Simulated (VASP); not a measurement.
# ZnSe (F-43m) in VASP: notebook

ZnSe is run at these levels: LDA; tasks: single point.

All numbers are computed with VASP 6.6.1; they aren't measurements. Logs are shortened: lines on timing, memory, paths and dates and some standing lists are left out, and cuts for length are marked.

## (1) The cell of the first run

Symmetry: F-43m, No. 216, cubic system. Conventional cell: a = 5.665 Å, b = 5.665 Å, c = 5.665 Å, α = 90.00°, β = 90.00°, γ = 90.00°. Within 3.2 Å of Zn (site symmetry -43m) lie 4 Se at 2.45 Å. Within 3.2 Å of Se (site symmetry -43m) lie 4 Zn at 2.45 Å.

## (2) Single point, LDA

Contents of INCAR:

```
SYSTEM = ZnSe
PREC = Accurate
ENCUT = 520
EDIFF = 1E-6
ISMEAR = 0
SIGMA = 0.01
LREAL = .FALSE.
LASPH = .TRUE.
NELM = 100
ALGO = Normal
ISIF = 2
LWAVE = .FALSE.
LCHARG = .FALSE.
NBANDS = 16
```

Contents of KPOINTS:

```
regular mesh
0
G
  4 4 4
  0 0 0
```

Contents of POSCAR:

```
ZnSe
1.0
    0.0000000000      2.8324206805      2.8324206805
    2.8324206805      0.0000000000      2.8324206805
    2.8324206805      2.8324206805      0.0000000000
Zn Se
1 1
Direct
    0.0000000000      0.0000000000      0.0000000000
    0.2500000000      0.2500000000      0.2500000000
```

Potentials or basis: VASP PAW LDA potentials, release 64 (Zn, Se).

Run with:

```sh
> cat potpaw_LDA.64/Zn/POTCAR potpaw_LDA.64/Se/POTCAR > POTCAR
> mpirun -np 1 vasp_std > vasp.out
```

OUTCAR:

```text
SYSTEM = ZnSe
   PREC = Accurate
   ENCUT = 520
   EDIFF = 1E-6
   ISMEAR = 0
   LREAL = .FALSE.
   LASPH = .TRUE.
   NELM = 100
   ISIF = 2

 ion  position               nearest neighbor table
   1  0.000  0.000  0.000-   2 2.45   2 2.45   2 2.45   2 2.45
   2  0.250  0.250  0.250-   1 2.45   1 2.45   1 2.45   1 2.45

  LATTYP: Found a face centered cubic cell.
 ALAT       =     5.6648413610

  Lattice vectors:

 A1 = (   0.0000000000,   2.8324206805,   2.8324206805)
 A2 = (   2.8324206805,   0.0000000000,   2.8324206805)
 A3 = (   2.8324206805,   2.8324206805,   0.0000000000)

Analysis of symmetry for initial positions (statically):
=====================================================================
 Subroutine PRICEL returns:
 Original cell was already a primitive cell.

 Routine SETGRP: Setting up the symmetry group for a
 face centered cubic supercell.

 Subroutine GETGRP returns: Found 24 space group operations
 (whereof 24 operations were pure point group operations)
 out of a pool of 48 trial point group operations.

The static configuration has the point symmetry T_d .

Analysis of symmetry for dynamics (positions and initial velocities):
=====================================================================
 Subroutine PRICEL returns:
 Original cell was already a primitive cell.

 Routine SETGRP: Setting up the symmetry group for a
 face centered cubic supercell.

 Subroutine GETGRP returns: Found 24 space group operations
 (whereof 24 operations were pure point group operations)
 out of a pool of 48 trial point group operations.

The dynamic configuration has the point symmetry T_d .

 Subroutine INISYM returns: Found 24 space group operations
 (whereof 24 operations are pure point group operations),
 and found     1 'primitive' translations

----------------------------------------------------------------------------------------

                                     Primitive cell

  volume of cell :      45.4468

  direct lattice vectors                    reciprocal lattice vectors
     0.000000000  2.832420680  2.832420680    -0.176527450  0.176527450  0.176527450
     2.832420680  0.000000000  2.832420680     0.176527450 -0.176527450  0.176527450
     2.832420680  2.832420680  0.000000000     0.176527450  0.176527450 -0.176527450

  length of vectors
     4.005647741  4.005647741  4.005647741     0.305754512  0.305754512  0.305754512

  position of ions in fractional coordinates (direct lattice)
     0.000000000  0.000000000  0.000000000
     0.250000000  0.250000000  0.250000000

  ion indices of the primitive-cell ions
   primitive index   ion index
                 1           1
                 2           2

----------------------------------------------------------------------------------------

 KPOINTS: regular mesh

Automatic generation of k-mesh.
 Grid dimensions read from file:
 generate k-points for:    4    4    4

 Generating k-lattice:

  Cartesian coordinates                     Fractional coordinates (reciprocal lattice)
    -0.044131862  0.044131862  0.044131862     0.250000000  0.000000000  0.000000000
     0.044131862 -0.044131862  0.044131862     0.000000000  0.250000000  0.000000000
     0.044131862  0.044131862 -0.044131862     0.000000000  0.000000000  0.250000000

  Length of vectors
     0.076438628  0.076438628  0.076438628

  Shift w.r.t. Gamma in fractional coordinates (k-lattice)
     0.000000000  0.000000000  0.000000000

 Subroutine IBZKPT returns following result:
 ===========================================

 Found      8 irreducible k-points:

 Following reciprocal coordinates:
            Coordinates               Weight
  0.000000  0.000000  0.000000      1.000000
  0.250000  0.000000  0.000000      8.000000
  0.500000  0.000000  0.000000      4.000000
  0.250000  0.250000  0.000000      6.000000
  0.500000  0.250000  0.000000     24.000000
 -0.250000  0.250000  0.000000     12.000000
  0.500000  0.500000  0.000000      3.000000
 -0.250000  0.500000  0.250000      6.000000
   k-points           NKPTS =      8   k-points in BZ     NKDIM =      8   number of bands    NBANDS=     16
   number of dos      NEDOS =    301   number of ions     NIONS =      2
   total plane-waves  NPLWV =  27000
   dimension x,y,z NGX =    30 NGY =   30 NGZ =   30
   dimension x,y,z NGXF=    60 NGYF=   60 NGZF=   60
   ions per type =               1   1
   NGX,Y,Z   is equivalent  to a cutoff of  12.45, 12.45, 12.45 a.u.
   NGXF,Y,Z  is equivalent  to a cutoff of  24.90, 24.90, 24.90 a.u.
 SYSTEM =  ZnSe
   PREC   = accura    normal or accurate (medium, high low for compatibility)
   ISTART =      0    job   : 0-new  1-cont  2-samecut
   ICHARG =      2    charge: 1-file 2-atom 10-const
   ISPIN  =      1    spin polarized calculation?
   LNONCOLLINEAR =      F non collinear calculations
   LSORBIT =      F    spin-orbit coupling
   LASPH  =      T    aspherical Exc in radial PAW
   ENCUT  =  520.0 eV  38.22 Ry    6.18 a.u.   7.45  7.45  7.45*2*pi/ulx,y,z
   NELM   =    100;   NELMIN=  2; NELMDL= -5     # of ELM steps
   EDIFF  = 0.1E-05   stopping-criterion for ELM
   LREAL  =      F    real-space projection
   EDIFFG = 0.1E-04   stopping-criterion for IOM
   NSW    =      0    number of steps for IOM
   IBRION =     -1    ionic relax: 0-MD 1-quasi-New 2-CG
   NFREE  =      0    steps in history (QN), initial steepest desc. (CG)
   ISIF   =      2    stress and relaxation
   ISYM   =      2    0-nonsym 1-usesym 2-fastsym
   POTIM  = 0.5000    time-step for ionic-motion
   TEBEG  =    0.0;   TEEND  =   0.0 temperature during run
   PSTRESS=    0.0 pullay stress
   NELECT =      18.0000    total number of electrons
   NUPDOWN=      -1.0000    fix difference up-down
   EMIN   =  10.00;   EMAX   =-10.00  energy-range for DOS
   EFERMI =   0.00;   METHOD = LEGACY
   ISMEAR =     0;   SIGMA  =   0.01  broadening in eV -4-tet -1-fermi 0-gaus
   EFERMI_NEDOS =   21; number of points for ismear=-14 and -15
   IALGO  =     38    algorithm
   IMIX   =      4    mixing-type and parameters
     AMIX     =   0.40;   BMIX     =  1.00
     AMIX_MAG =   1.60;   BMIX_MAG =  1.00
  volume/ion in A,a.u.               =      22.72       153.35
  Fermi-wavevector in a.u.,A,eV,Ry     =   1.202259  2.271939 19.666213  1.445426
  Thomas-Fermi vector in A             =   2.338045
   LORBIT       =      0    0 simple, 1 ext, 2 COOP (PROOUT), +10 PAW based schemes
   GGA     = CA    functional components
   LHFCALC =     F    Hartree Fock is set to
   AEXX    =    0.0000 exact exchange contribution
   IVDW    =     0    specifies the selected vdW correction
   LEPSILON=     F    determine dielectric tensor
   LRPA    =     F    only Hartree local field effects (RPA)
 non-spin polarized calculation
 Gauss-broadening in eV      SIGMA  =   0.01
  energy-cutoff  :      520.00
  volume of cell :       45.45
 maximum number of plane-waves:      1243
 NGX is ok and might be reduce to    30
   NGX = 15   NGY = 15   NGZ = 15

 number of electron      18.0000010 magnetization

 Free energy of the ion-electron system (eV)
  ---------------------------------------------------
  ext. energy  EPLUGINS =         0.00000000
  ---------------------------------------------------
  free energy    TOTEN  =        -7.27745301 eV

  energy without entropy =       -7.27745301  energy(sigma->0) =       -7.27745301

 E-fermi :   1.6107     XC(G=0):  -9.6969

 val. band max:        1.5540036632   @ k =   0.0000   0.0000   0.0000
 cond. band min:       2.6082788058   @ k =   0.0000   0.0000   0.0000
 fundamental gap:      1.0542751425
 Fermi energy:         1.6106611320

 k-point     1 :       0.0000    0.0000    0.0000
  band No.  band energies     occupation
      1     -11.7415      2.00000
      2      -5.1615      2.00000
      3      -5.1615      2.00000
      4      -5.1615      2.00000
      5      -4.8046      2.00000
      6      -4.8046      2.00000
[... 8 lines left out ...]
     15      13.0116      0.00000
     16      13.0116      0.00000

 k-point     2 :       0.2500    0.0000    0.0000
  band No.  band energies     occupation
      1     -11.3743      2.00000
      2      -5.1119      2.00000
      3      -5.1119      2.00000
      4      -5.0980      2.00000
      5      -4.8046      2.00000
      6      -4.8046      2.00000
[... 8 lines left out ...]
     15      11.9133      0.00000
     16      11.9953      0.00000

 k-point     3 :       0.5000    0.0000    0.0000
  band No.  band energies     occupation
      1     -10.9403      2.00000
      2      -5.0764      2.00000
      3      -5.0764      2.00000
      4      -4.7864      2.00000
      5      -4.7864      2.00000
      6      -4.6425      2.00000
[... 8 lines left out ...]
     15      14.5871      0.00000
     16      14.5871      0.00000

 k-point     4 :       0.2500    0.2500    0.0000
  band No.  band energies     occupation
      1     -11.2510      2.00000
      2      -5.1688      2.00000
      3      -5.0530      2.00000
      4      -5.0530      2.00000
      5      -4.8300      2.00000
      6      -4.7807      2.00000
[... 8 lines left out ...]
     15      13.8862      0.00000
     16      15.0809      0.00000

 k-point     5 :       0.5000    0.2500    0.0000
  band No.  band energies     occupation
      1     -10.8136      2.00000
      2      -5.0783      2.00000
      3      -4.9961      2.00000
      4      -4.9016      2.00000
      5      -4.7778      2.00000
      6      -4.6570      2.00000
[... 8 lines left out ...]
     15      14.7717      0.00000
     16      15.4976      0.00000

 k-point     6 :      -0.2500    0.2500    0.0000
  band No.  band energies     occupation
      1     -10.9604      2.00000
      2      -5.0652      2.00000
      3      -5.0469      2.00000
      4      -4.9087      2.00000
      5      -4.8166      2.00000
      6      -4.7514      2.00000
[... 8 lines left out ...]
     15      13.3350      0.00000
     16      15.4954      0.00000

 k-point     7 :       0.5000    0.5000    0.0000
  band No.  band energies     occupation
      1     -10.6686      2.00000
      2      -5.1260      2.00000
      3      -4.9149      2.00000
      4      -4.9149      2.00000
      5      -4.7568      2.00000
      6      -4.6211      2.00000
[... 8 lines left out ...]
     15      15.5342      0.00000
     16      15.9266      0.00000

 k-point     8 :      -0.2500    0.5000    0.2500
  band No.  band energies     occupation
      1     -10.6636      2.00000
      2      -5.0459      2.00000
      3      -4.9626      2.00000
      4      -4.8340      2.00000
      5      -4.8333      2.00000
      6      -4.4980      2.00000
[... 8 lines left out ...]
     15      15.2724      0.00000
     16      15.4683      0.00000

------------------------ aborting loop because EDIFF is reached ----------------------------------------

  FORCE on cell =-STRESS in cart. coord.  units (eV):
  Direction    XX          YY          ZZ          XY          YZ          ZX
  --------------------------------------------------------------------------------------
  -------------------------------------------------------------------------------------
  Total       -0.7573061     -0.7573061     -0.7573061      0.0000000      0.0000000      0.0000000
  in kB      -26.6980036    -26.6980036    -26.6980036      0.0000000      0.0000000      0.0000000
  external PRESSURE =     -26.6980036 kB  Pullay stress =       0.0000000 kB

 VOLUME and BASIS-vectors are now :
 -----------------------------------------------------------------------------
  energy-cutoff  :      520.00
  volume of cell :       45.45
      direct lattice vectors                 reciprocal lattice vectors
     0.000000000  2.832420680  2.832420680    -0.176527450  0.176527450  0.176527450
     2.832420680  0.000000000  2.832420680     0.176527450 -0.176527450  0.176527450
     2.832420680  2.832420680  0.000000000     0.176527450  0.176527450 -0.176527450

 POSITION                                       TOTAL-FORCE (eV/Angst)
 -----------------------------------------------------------------------------------
      0.00000      0.00000      0.00000         0.000000      0.000000     -0.000000
      1.41621      1.41621      1.41621        -0.000000     -0.000000      0.000000
 -----------------------------------------------------------------------------------
    total drift:                               -0.000001     -0.000001     -0.000001

  FREE ENERGIE OF THE ION-ELECTRON SYSTEM (eV)
  ---------------------------------------------------
  free  energy   TOTEN  =        -7.2774530050 eV

  energy  without entropy=       -7.2774530050  energy(sigma->0) =       -7.27745301
```

It took 6.8 s on 1 thread of Intel Xeon Platinum 8259CL at 2.50GHz (Skylake/Cascade Lake), shared host; peak memory 0.14 GiB.

What came out:

```yaml
Free_energy: -7.2775 eV
Pressure: -2.7 GPa
Band_gap_on_the_k_mesh: 1.05 eV, direct
```

Levels at points of the mesh, in eV from the valence-band top:
```csv
k point,band 6,band 7,band 8,band 9,band 10,band 11,band 12,band 13
"(0.00, 0.00, 0.00)",-6.36,0.00,0.00,0.00,1.05,5.67,5.67,5.67
"(0.50, 0.00, 0.00)",-6.20,-5.32,-0.88,-0.88,2.35,6.26,6.26,8.34
"(0.50, 0.50, 0.00)",-6.18,-4.85,-2.22,-2.22,2.77,3.30,10.52,11.08
```

Caveat: the k points lie up to 0.48 Å⁻¹ apart.

## (3) Single point, LDA

Contents of INCAR:

```
SYSTEM = ZnSe
PREC = Accurate
ENCUT = 520
EDIFF = 1E-6
ISMEAR = 0
SIGMA = 0.01
LREAL = .False.
LASPH = .True.
NELM = 60
ALGO = Normal
ISIF = 2
LWAVE = .False.
LCHARG = .False.
GGA = CA
NBANDS = 16
```

Contents of KPOINTS:

```
Automatic mesh
0
Gamma
  4 4 4
  0 0 0
```

POSCAR is that of step 2.

Potentials or basis: VASP PAW LDA potentials, release 64 (Zn, Se).

Run with:

```sh
> cat potpaw_LDA.64/Zn/POTCAR potpaw_LDA.64/Se/POTCAR > POTCAR
> mpirun -np 1 vasp_std > vasp.out
```

It took 6.3 s on 1 thread of Intel Xeon Platinum 8259CL at 2.50GHz (Skylake/Cascade Lake), shared host; peak memory 0.14 GiB.

The run converged. Its results:

```
Free energy            : -7.2775 eV
Pressure               : -2.7 GPa
Band gap on the k mesh : 1.05 eV, direct
```

Levels at points of the mesh, in eV from the valence-band top:
| k point | band 5 | band 6 | band 7 | band 8 | band 9 | band 10 | band 11 | band 12 | band 13 | band 14 |
| --- | --- | --- | --- | --- | --- | --- | --- | --- | --- | --- |
| (0.00, 0.00, 0.00) | -6.36 | -6.36 | 0.00 | 0.00 | 0.00 | 1.05 | 5.67 | 5.67 | 5.67 | 9.62 |
| (0.50, 0.00, 0.00) | -6.34 | -6.20 | -5.32 | -0.88 | -0.88 | 2.35 | 6.26 | 6.26 | 8.34 | 10.72 |
| (0.50, 0.50, 0.00) | -6.31 | -6.18 | -4.85 | -2.22 | -2.22 | 2.77 | 3.30 | 10.52 | 11.08 | 11.08 |

Caveat: the k points lie up to 0.48 Å⁻¹ apart. As with any semilocal functional, this LDA gap is likely too small.
